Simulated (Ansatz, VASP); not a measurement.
**Pb in VASP and in Ansatz**

```xyz
4
Lattice="4.9702 0.0000 0.0000 -2.4851 4.3043 0.0000 0.0000 0.0000 6.7487" Properties=species:S:1:pos:R:3 pbc="T T T"
Pb    0.0000    0.0000    3.3744
Pb    0.0000    0.0000    0.0000
Pb    0.0000    2.8695    5.0616
Pb    2.4851    1.4348    1.6872
```

Alike in both runs: functional PBE; k mesh 12 × 12 × 6; occupations gaussian, width 0.1 eV; no spin polarisation.

Ansatz relaxed the structure, and its values are those at the end. VASP's run is a single point on that final structure, the one shown.

```csv
,VASP,Ansatz
version,VASP 6.6.1,Ansatz 0.2.0
potentials or method,"VASP PAW PBE potentials, release 64 (Pb_d), cutoff 520 eV","scalar-relativistic, plane waves, PAW"
valence electrons in the cell,56,56
```

```csv
,VASP,Ansatz,Ansatz less VASP
gap on the k mesh at the Fermi level (eV),none,none,-
pressure (GPa),-0.1,0.0,+0.07
```

A gap of «none» marks a metal or a gap that the smearing closes. With one functional, cell and mesh, what is left measures potentials, basis and numerics.

Neither program's run includes spin-orbit coupling.
